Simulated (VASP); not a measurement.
# MoS2 (P6_3/mmc) in VASP: a series of runs, part 2 of 3

VASP 6.6.1. The steps go on from the part before.

## (3) Single point, PBE (volume scaled by 0.96)

File INCAR:

```
  PREC = Accurate
  ENCUT = 520
  EDIFF = 1E-6
  ISMEAR = -1
  SIGMA = 0.05
  LREAL = False
  LASPH = True
  NELM = 60
  ALGO = Normal
  ISIF = 2
  LWAVE = False
  LCHARG = False
  GGA = PE
  NBANDS = 35
```

File KPOINTS:

```
regular mesh
0
Gamma
  10 10 3
```

File POSCAR:

```
MoS2
1.0
    3.1182800462      0.0000000000      0.0000000000
   -1.5591400231      2.7005097384      0.0000000000
    0.0000000000      0.0000000000     12.1288306856
Mo S
2 4
Direct
    0.3333333333      0.6666666667      0.2500000000
    0.6666666667      0.3333333333      0.7500000000
    0.3333333333      0.6666666667      0.6275000000
    0.6666666667      0.3333333333      0.1275000000
    0.3333333333      0.6666666667      0.8725000000
    0.6666666667      0.3333333333      0.3725000000
```

Potentials or basis: VASP PAW PBE potentials, release 64 (Mo_sv, S).

Run with:

```sh
cat potpaw_PBE.64/Mo_sv/POTCAR potpaw_PBE.64/S/POTCAR > POTCAR
mpirun -np 1 vasp_std > vasp.out
```

OUTCAR:

```text
PREC = Accurate
   ENCUT = 520
   EDIFF = 1E-6
   ISMEAR = -1
   LREAL = False
   LASPH = True
   NELM = 60
   ISIF = 2
   GGA = PE

 ion  position               nearest neighbor table
   1  0.333  0.667  0.250-   4 2.33   6 2.33   4 2.33   6 2.33   4 2.33   6 2.33
   2  0.667  0.333  0.750-   3 2.33   5 2.33   3 2.33   5 2.33   3 2.33   5 2.33
   3  0.333  0.667  0.627-   2 2.33   2 2.33   2 2.33
   4  0.667  0.333  0.127-   1 2.33   1 2.33   1 2.33
   5  0.333  0.667  0.873-   2 2.33   2 2.33   2 2.33
   6  0.667  0.333  0.373-   1 2.33   1 2.33   1 2.33

  LATTYP: Found a hexagonal cell.
 ALAT       =     3.1182800462
 C/A-ratio  =     3.8895899361

  Lattice vectors:

 A1 = (   3.1182800462,   0.0000000000,   0.0000000000)
 A2 = (  -1.5591400231,   2.7005097384,   0.0000000000)
 A3 = (   0.0000000000,   0.0000000000,  12.1288306856)

Analysis of symmetry for initial positions (statically):
=====================================================================
 Subroutine PRICEL returns:
 Original cell was already a primitive cell.

 Routine SETGRP: Setting up the symmetry group for a
 hexagonal supercell.

 Subroutine GETGRP returns: Found 24 space group operations
 (whereof 12 operations were pure point group operations)
 out of a pool of 24 trial point group operations.

The static configuration has the point symmetry D_3d.
 The point group associated with its full space group is D_6h.

Analysis of symmetry for dynamics (positions and initial velocities):
=====================================================================
 Subroutine PRICEL returns:
 Original cell was already a primitive cell.

 Routine SETGRP: Setting up the symmetry group for a
 hexagonal supercell.

 Subroutine GETGRP returns: Found 24 space group operations
[... 125 lines left out ...]
   EMIN   =  10.00;   EMAX   =-10.00  energy-range for DOS
   EFERMI =   0.00;   METHOD = LEGACY
   ISMEAR =    -1;   SIGMA  =   0.05  broadening in eV -4-tet -1-fermi 0-gaus
   EFERMI_NEDOS =   21; number of points for ismear=-14 and -15
   IALGO  =     38    algorithm
   IMIX   =      4    mixing-type and parameters
     AMIX     =   0.40;   BMIX     =  1.00
     AMIX_MAG =   1.60;   BMIX_MAG =  1.00
  volume/ion in A,a.u.               =      17.02       114.87
  Fermi-wavevector in a.u.,A,eV,Ry     =   1.307222  2.470291 23.250035  1.708829
  Thomas-Fermi vector in A             =   2.437971
   LORBIT       =      0    0 simple, 1 ext, 2 COOP (PROOUT), +10 PAW based schemes
   GGA     = PE    functional components
   LHFCALC =     F    Hartree Fock is set to
   AEXX    =    0.0000 exact exchange contribution
   IVDW    =     0    specifies the selected vdW correction
   LEPSILON=     F    determine dielectric tensor
   LRPA    =     F    only Hartree local field effects (RPA)
 non-spin polarized calculation
  energy-cutoff  :      520.00
  volume of cell :      102.14
 maximum number of plane-waves:      2780
 NGX is ok and might be reduce to    24
   NGX = 11   NGY = 11   NGZ = 45

 number of electron      52.0000000 magnetization

 Free energy of the ion-electron system (eV)
  ---------------------------------------------------
  ext. energy  EPLUGINS =         0.00000000
  ---------------------------------------------------
  free energy    TOTEN  =       -43.13550122 eV

  energy without entropy =      -43.13549578  energy(sigma->0) =      -43.13549850

 E-fermi :   8.6832     XC(G=0): -10.9850

 val. band max:        8.3196081489   @ k =   0.0000   0.0000   0.0000
 cond. band min:       9.2051307851   @ k =   0.3000   0.3000   0.0000
 fundamental gap:      0.8855226362
 Fermi energy:         8.6832388891

 k-point     1 :       0.0000    0.0000    0.0000
  band No.  band energies     occupation
      1     -53.3470      2.00000
      2     -53.3470      2.00000
      3     -27.5669      2.00000
      4     -27.5668      2.00000
      5     -27.3014      2.00000
      6     -27.3014      2.00000
[... 901 lines left out ...]
     34      12.2383      0.00000
     35      14.1716      0.00000

 [... further k-points ...]
[... 5 lines left out ...]
  --------------------------------------------------------------------------------------
  -------------------------------------------------------------------------------------
  Total        8.8966959      8.8966959     13.7018673      0.0000000     -0.0000000      0.0000000
  in kB      139.5595412    139.5595415    214.9366837      0.0000000     -0.0000000      0.0000000
  external PRESSURE =     164.6852555 kB  Pullay stress =       0.0000000 kB

 VOLUME and BASIS-vectors are now :
 -----------------------------------------------------------------------------
  energy-cutoff  :      520.00
  volume of cell :      102.14
      direct lattice vectors                 reciprocal lattice vectors
     3.118280046  0.000000000  0.000000000     0.320689606  0.185150230  0.000000000
    -1.559140023  2.700509738  0.000000000     0.000000000  0.370300461  0.000000000
     0.000000000  0.000000000 12.128830686     0.000000000  0.000000000  0.082448179

 POSITION                                       TOTAL-FORCE (eV/Angst)
 -----------------------------------------------------------------------------------
     -0.00000      1.80034      3.03221        -0.000000     -0.000000      0.000000
      1.55914      0.90017      9.09662         0.000000      0.000000      0.000000
     -0.00000      1.80034      7.61084         0.000000     -0.000000     -2.002293
      1.55914      0.90017      1.54643        -0.000000      0.000000     -2.002293
     -0.00000      1.80034     10.58240         0.000000     -0.000000      2.002293
      1.55914      0.90017      4.51799         0.000000      0.000000      2.002293
 -----------------------------------------------------------------------------------
    total drift:                               -0.000000      0.000000     -0.000000

  FREE ENERGIE OF THE ION-ELECTRON SYSTEM (eV)
  ---------------------------------------------------
  free  energy   TOTEN  =       -43.1355012228 eV

  energy  without entropy=      -43.1354957799  energy(sigma->0) =      -43.13549850
```

stdout:

```text
POSCAR found type information on POSCAR MoS
 POSCAR found :  2 types and       6 ions
 scaLAPACK will be used
 LDA part: xc-table for (Slater+PW92), standard interpolation
 POSCAR, INCAR and KPOINTS ok, starting setup
 FFT: planning ... GRIDC
 FFT: planning ... GRID_SOFT
 FFT: planning ... GRID
 WAVECAR not read
 entering main loop
```

It took 84 s on 1 thread of Intel Xeon 6975P-C (Granite Rapids), shared host; peak memory 0.24 GiB.

Results:

- Free energy: -43.1355 eV
- Pressure: 16.5 GPa
- Largest force: 2.002 eV/Å
- Band gap on the k mesh: 0.89 eV, indirect (least direct gap 1.98 eV)

Forces in eV/Å, atoms in the order of the input:
```
Mo   0.000  0.000  0.000
Mo   0.000  0.000  0.000
S    0.000  0.000 -2.002
S    0.000  0.000 -2.002
S    0.000  0.000  2.002
S    0.000  0.000  2.002
```

Caveat: this functional lacks dispersion, which binds the layers, so the pressure and a relaxed spacing across them are unreliable; forces of over 1 eV/Å act on the atoms, so gaps and moduli don't describe the material at rest. A k mesh can miss the band edges.

[end of part 2 of 3]
